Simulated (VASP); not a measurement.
# Hg (P6/mmm) in VASP: further runs, part 3 of 3

VASP 6.6.1.

## 4. Electric field gradients, PBEsol (volume scaled by 0.98)

The input, INCAR:

```
ALGO = Normal
EDIFF = 1E-8
ENCUT = 520
GGA = PS
ISIF = 2
ISMEAR = -1
LASPH = True
LCHARG = False
LEFG = True
LREAL = False
LWAVE = False
NBANDS = 25
NELM = 80
PREC = Accurate
SIGMA = 0.05
```

The input, KPOINTS:

```
k-points
0
Gamma
  8 8 9
```

The input, POSCAR:

```
Hg
1.0
    4.5095312905      0.0000000000      0.0000000000
   -2.2547656452      3.9053686567      0.0000000000
    0.0000000000      0.0000000000      3.8440260630
Hg
3
Direct
    0.3333333333      0.6666666667      0.5000000000
    0.0000000000      0.0000000000      0.0000000000
    0.6666666667      0.3333333333      0.5000000000
```

Potentials or basis: VASP PAW PBE potentials, release 64 (Hg).

Launch:

```bash
cat potpaw_PBE.64/Hg/POTCAR > POTCAR
mpirun -np 1 vasp_std > vasp.out
```

OUTCAR:

```text
EDIFF = 1E-8
   ENCUT = 520
   GGA = PS
   ISIF = 2
   ISMEAR = -1
   LASPH = True
   LREAL = False
   NELM = 80
   PREC = Accurate

 ion  position               nearest neighbor table
   1  0.333  0.667  0.500-   3 2.60   3 2.60   3 2.60   2 3.24   2 3.24   2 3.24   2 3.24   2 3.24
                             2 3.24
   2  0.000  0.000  0.000-   1 3.24   3 3.24   1 3.24   3 3.24   1 3.24   1 3.24   3 3.24   3 3.24
                             3 3.24   3 3.24   1 3.24   1 3.24
   3  0.667  0.333  0.500-   1 2.60   1 2.60   1 2.60   2 3.24   2 3.24   2 3.24   2 3.24   2 3.24
                             2 3.24

  LATTYP: Found a hexagonal cell.
 ALAT       =     4.5095312905
 C/A-ratio  =     0.8524225281

  Lattice vectors:

 A1 = (   4.5095312905,   0.0000000000,   0.0000000000)
 A2 = (  -2.2547656452,   3.9053686567,   0.0000000000)
 A3 = (   0.0000000000,   0.0000000000,   3.8440260630)

Analysis of symmetry for initial positions (statically):
=====================================================================
 Subroutine PRICEL returns:
 Original cell was already a primitive cell.

 Routine SETGRP: Setting up the symmetry group for a
 hexagonal supercell.

 Subroutine GETGRP returns: Found 24 space group operations
 (whereof 24 operations were pure point group operations)
 out of a pool of 24 trial point group operations.

The static configuration has the point symmetry D_6h.

Analysis of symmetry for dynamics (positions and initial velocities):
=====================================================================
 Subroutine PRICEL returns:
 Original cell was already a primitive cell.

 Routine SETGRP: Setting up the symmetry group for a
 hexagonal supercell.

 Subroutine GETGRP returns: Found 24 space group operations
 (whereof 24 operations were pure point group operations)
 out of a pool of 24 trial point group operations.

The dynamic configuration has the point symmetry D_6h.

 Subroutine INISYM returns: Found 24 space group operations
 (whereof 24 operations are pure point group operations),
 and found     1 'primitive' translations

----------------------------------------------------------------------------------------

                                     Primitive cell

  volume of cell :      67.6986

  direct lattice vectors                    reciprocal lattice vectors
     4.509531291  0.000000000  0.000000000     0.221752536  0.128028886  0.000000000
    -2.254765645  3.905368657  0.000000000     0.000000000  0.256057773  0.000000000
     0.000000000  0.000000000  3.844026063     0.000000000  0.000000000  0.260143918

  length of vectors
     4.509531291  4.509531290  3.844026063     0.256057773  0.256057773  0.260143918

  position of ions in fractional coordinates (direct lattice)
     0.333333333  0.666666667  0.500000000
     0.000000000  0.000000000  0.000000000
     0.666666667  0.333333333  0.500000000

  ion indices of the primitive-cell ions
   primitive index   ion index
[... 83 lines left out ...]
   POTIM  = 0.5000    time-step for ionic-motion
   TEBEG  =    0.0;   TEEND  =   0.0 temperature during run
   PSTRESS=    0.0 pullay stress
   NELECT =      36.0000    total number of electrons
   NUPDOWN=      -1.0000    fix difference up-down
   EMIN   =  10.00;   EMAX   =-10.00  energy-range for DOS
   EFERMI =   0.00;   METHOD = LEGACY
   ISMEAR =    -1;   SIGMA  =   0.05  broadening in eV -4-tet -1-fermi 0-gaus
   EFERMI_NEDOS =   21; number of points for ismear=-14 and -15
   IALGO  =     38    algorithm
   IMIX   =      4    mixing-type and parameters
     AMIX     =   0.40;   BMIX     =  1.00
     AMIX_MAG =   1.60;   BMIX_MAG =  1.00
  volume/ion in A,a.u.               =      22.57       152.28
  Fermi-wavevector in a.u.,A,eV,Ry     =   1.326322  2.506386 23.934429  1.759131
  Thomas-Fermi vector in A             =   2.455718
   LORBIT       =      0    0 simple, 1 ext, 2 COOP (PROOUT), +10 PAW based schemes
   GGA     = PS    functional components
   LHFCALC =     F    Hartree Fock is set to
   AEXX    =    0.0000 exact exchange contribution
   IVDW    =     0    specifies the selected vdW correction
   LEPSILON=     F    determine dielectric tensor
   LRPA    =     F    only Hartree local field effects (RPA)
 non-spin polarized calculation
  energy-cutoff  :      520.00
  volume of cell :       67.70
 maximum number of plane-waves:      1868
 NGX is ok and might be reduce to    36
   NGX = 17   NGY = 17   NGZ = 15

 number of electron      36.0000005 magnetization

 Free energy of the ion-electron system (eV)
  ---------------------------------------------------
  ext. energy  EPLUGINS =         0.00000000
  ---------------------------------------------------
  free energy    TOTEN  =        -0.96731017 eV

  energy without entropy =       -0.95721902  energy(sigma->0) =       -0.96226460

 E-fermi :   3.1382     XC(G=0): -11.2200

 val. band max:        3.1250357423   @ k =   0.3750   0.0000   0.4444
 cond. band min:       3.1468965103   @ k =   0.3750   0.1250   0.3333
 fundamental gap:      0.0218607679
 Fermi energy:         3.1382324998

 k-point     1 :       0.0000    0.0000    0.0000
  band No.  band energies     occupation
      1      -7.0624      2.00000
      2      -5.2274      2.00000
      3      -4.9227      2.00000
      4      -4.9227      2.00000
      5      -4.7032      2.00000
      6      -4.7032      2.00000
[... 661 lines left out ...]
     24      12.0264      0.00000
     25      14.0582      0.00000

 [... further k-points ...]

------------------------ aborting loop because EDIFF is reached ----------------------------------------

  FORCE on cell =-STRESS in cart. coord.  units (eV):
  Direction    XX          YY          ZZ          XY          YZ          ZX
  --------------------------------------------------------------------------------------
  -------------------------------------------------------------------------------------
  Total        6.5247860      6.5247860      0.1944106      0.0000000      0.0000000     -0.0000000
  in kB      154.4177027    154.4177027      4.6009848      0.0000000      0.0000000     -0.0000000
  external PRESSURE =     104.4787967 kB  Pullay stress =       0.0000000 kB

 VOLUME and BASIS-vectors are now :
 -----------------------------------------------------------------------------
  energy-cutoff  :      520.00
  volume of cell :       67.70
      direct lattice vectors                 reciprocal lattice vectors
     4.509531291  0.000000000  0.000000000     0.221752536  0.128028886  0.000000000
    -2.254765645  3.905368657  0.000000000     0.000000000  0.256057773  0.000000000
     0.000000000  0.000000000  3.844026063     0.000000000  0.000000000  0.260143918

 POSITION                                       TOTAL-FORCE (eV/Angst)
 -----------------------------------------------------------------------------------
     -0.00000      2.60358      1.92201         0.000000     -0.000000      0.000000
      0.00000      0.00000      0.00000        -0.000000      0.000000     -0.000000
      2.25477      1.30179      1.92201        -0.000000      0.000000     -0.000000
 -----------------------------------------------------------------------------------
    total drift:                                0.000000     -0.000000     -0.000000

  FREE ENERGIE OF THE ION-ELECTRON SYSTEM (eV)
  ---------------------------------------------------
  free  energy   TOTEN  =        -0.9673101716 eV

  energy  without entropy=       -0.9572190246  energy(sigma->0) =       -0.96226460

 Electric field gradients (V/A^2)
---------------------------------------------------------------------
 ion       V_xx      V_yy      V_zz      V_xy      V_xz      V_yz
---------------------------------------------------------------------
   1    -175.297  -175.296   350.593     0.001     0.000    -0.000
   2     -18.100   -18.099    36.199     0.001    -0.000     0.000
   3    -175.297  -175.296   350.593     0.001     0.000    -0.000
---------------------------------------------------------------------

 Electric field gradients after diagonalization (V/A^2)
 (convention: |V_zz| > |V_xx| > |V_yy|)
----------------------------------------------------------------------
 ion       V_xx      V_yy      V_zz     asymmetry (V_yy - V_xx)/ V_zz
----------------------------------------------------------------------
   1    -175.297  -175.296   350.593       0.000
   2     -18.100   -18.099    36.199       0.000
   3    -175.297  -175.296   350.593       0.000
----------------------------------------------------------------------

           NMR quadrupolar parameters

 Cq : quadrupolar parameter    Cq=e*Q*V_zz/h
 eta: asymmetry parameters     (V_yy - V_xx)/ V_zz
 Q  : nuclear electric quadrupole moment in mb (millibarn)
----------------------------------------------------------------------
 ion       Cq(MHz)       eta       Q (mb)
----------------------------------------------------------------------
   1       0.848       0.000       1.000
   2       0.088       0.000       1.000
   3       0.848       0.000       1.000
----------------------------------------------------------------------
```

stdout:

```text
POSCAR found type information on POSCAR Hg
 POSCAR found :  1 types and       3 ions
 scaLAPACK will be used
 -----------------------------------------------------------------------------
|                                                                             |
|                                                                             |
|     You enforced a specific xc type in the INCAR file but a different       |
|     I HOPE YOU KNOW WHAT YOU ARE DOING!                                     |
|                                                                             |
 -----------------------------------------------------------------------------

 LDA part: xc-table for (Slater+PW92), standard interpolation
 POSCAR, INCAR and KPOINTS ok, starting setup
 FFT: planning ... GRIDC
 FFT: planning ... GRID_SOFT
 FFT: planning ... GRID
 WAVECAR not read
 entering main loop
ion   1

ion   2

ion   3
```

Run time: 72 s. Hardware: 1 thread of Intel Xeon Platinum 8259CL at 2.50GHz (Skylake/Cascade Lake), shared host; peak memory 0.22 GiB.

Results:

| Item | Value |
| --- | --- |
| Free energy | -0.9673 eV |
| Pressure | 10.4 GPa |
| Band gap on the k mesh | zero (band 18 reaches 7.39 eV, above the bottom of band 19 at 2.08 eV) |

Levels at points of the mesh, in eV from the Fermi level:
```tsv
k point	band 16	band 17	band 18	band 19	band 20	band 21
(0.00, 0.00, 0.00)	-5.92	0.50	1.92	2.78	3.63	3.63
(0.50, 0.00, 0.00)	-5.79	-4.99	-0.75	0.41	6.18	6.21
```

Electric field gradients, principal values (V/Å²):
```tsv
atom	least	middle	greatest (by size)
1 Hg	-175.296	-175.297	350.593
2 Hg	-18.099	-18.100	36.199
3 Hg	-175.296	-175.297	350.593
```

Caveat: without QUAD_EFG the Cq values of the log hold for a quadrupole moment of 1 mb, not for the nuclei; the PAW data sets were made with another functional, which shifts forces and pressure a little; spin-orbit coupling is left out, which moves the levels of the heavy elements.

## 5. Electric field gradients, PBEsol (volume scaled by 0.98)

The input, INCAR:

```
SYSTEM = Hg
PREC = Accurate
ENCUT = 520
EDIFF = 1E-8
ISMEAR = -1
SIGMA = 0.05
LREAL = .False.
LASPH = .True.
NELM = 80
ALGO = Normal
ISIF = 2
LWAVE = .False.
LCHARG = .False.
GGA = PS
LEFG = .True.
NBANDS = 25
```

The input, KPOINTS:

```
Automatic mesh
0
Gamma
  8 8 9
  0 0 0
```

POSCAR is that of step 4.

Potentials or basis: VASP PAW PBE potentials, release 64 (Hg).

Launch:

```bash
cat potpaw_PBE.64/Hg/POTCAR > POTCAR
mpirun -np 1 vasp_std > vasp.out
```

OUTCAR:

```text
SYSTEM = Hg
   PREC = Accurate
   ENCUT = 520
   EDIFF = 1E-8
   ISMEAR = -1
   LREAL = .False.
   LASPH = .True.
   NELM = 80
   ISIF = 2
   GGA = PS

 ion  position               nearest neighbor table
   1  0.333  0.667  0.500-   3 2.60   3 2.60   3 2.60   2 3.24   2 3.24   2 3.24   2 3.24   2 3.24
                             2 3.24
   2  0.000  0.000  0.000-   1 3.24   3 3.24   1 3.24   3 3.24   1 3.24   1 3.24   3 3.24   3 3.24
                             3 3.24   3 3.24   1 3.24   1 3.24
   3  0.667  0.333  0.500-   1 2.60   1 2.60   1 2.60   2 3.24   2 3.24   2 3.24   2 3.24   2 3.24
                             2 3.24

[... 900 lines left out ...]
 Electric field gradients (V/A^2)
---------------------------------------------------------------------
 ion       V_xx      V_yy      V_zz      V_xy      V_xz      V_yz
---------------------------------------------------------------------
   1    -175.297  -175.296   350.593     0.001     0.000    -0.000
   2     -18.100   -18.099    36.199     0.001    -0.000     0.000
   3    -175.297  -175.296   350.593     0.001     0.000    -0.000
---------------------------------------------------------------------

 Electric field gradients after diagonalization (V/A^2)
 (convention: |V_zz| > |V_xx| > |V_yy|)
----------------------------------------------------------------------
 ion       V_xx      V_yy      V_zz     asymmetry (V_yy - V_xx)/ V_zz
----------------------------------------------------------------------
   1    -175.297  -175.296   350.593       0.000
   2     -18.100   -18.099    36.199       0.000
   3    -175.297  -175.296   350.593       0.000
----------------------------------------------------------------------

           NMR quadrupolar parameters

 Cq : quadrupolar parameter    Cq=e*Q*V_zz/h
 eta: asymmetry parameters     (V_yy - V_xx)/ V_zz
 Q  : nuclear electric quadrupole moment in mb (millibarn)
----------------------------------------------------------------------
 ion       Cq(MHz)       eta       Q (mb)
----------------------------------------------------------------------
   1       0.848       0.000       1.000
   2       0.088       0.000       1.000
   3       0.848       0.000       1.000
----------------------------------------------------------------------
```

stdout:

```text
POSCAR found type information on POSCAR Hg
 POSCAR found :  1 types and       3 ions
 scaLAPACK will be used
 -----------------------------------------------------------------------------
|                                                                             |
|                                                                             |
|     You enforced a specific xc type in the INCAR file but a different       |
|     I HOPE YOU KNOW WHAT YOU ARE DOING!                                     |
|                                                                             |
 -----------------------------------------------------------------------------

 LDA part: xc-table for (Slater+PW92), standard interpolation
 POSCAR, INCAR and KPOINTS ok, starting setup
 FFT: planning ... GRIDC
 FFT: planning ... GRID_SOFT
 FFT: planning ... GRID
 WAVECAR not read
 entering main loop
ion   1

ion   2

ion   3
```

Wall time 68 s (1 thread of Intel Xeon Platinum 8259CL at 2.50GHz (Skylake/Cascade Lake), shared host); peak memory 0.22 GiB.

Results:

```
Free energy            : -0.9673 eV
Pressure               : 10.4 GPa
Band gap on the k mesh : zero (band 18 reaches 7.39 eV, above the bottom of band 19 at 2.08 eV)
```

Levels at points of the mesh, in eV from the Fermi level:
| k point | band 15 | band 16 | band 17 | band 18 | band 19 | band 20 | band 21 | band 22 |
| --- | --- | --- | --- | --- | --- | --- | --- | --- |
| (0.00, 0.00, 0.00) | -5.92 | -5.92 | 0.50 | 1.92 | 2.78 | 3.63 | 3.63 | 3.89 |
| (0.50, 0.00, 0.00) | -5.87 | -5.79 | -4.99 | -0.75 | 0.41 | 6.18 | 6.21 | 7.16 |

Electric field gradients, principal values (V/Å²):
```csv
atom,least,middle,greatest (by size)
1 Hg,-175.296,-175.297,350.593
2 Hg,-18.099,-18.100,36.199
3 Hg,-175.296,-175.297,350.593
```

Caveat: without QUAD_EFG the Cq values of the log hold for a quadrupole moment of 1 mb, not for the nuclei; the PAW data sets were made with another functional, which shifts forces and pressure a little; spin-orbit coupling is left out, which moves the levels of the heavy elements.
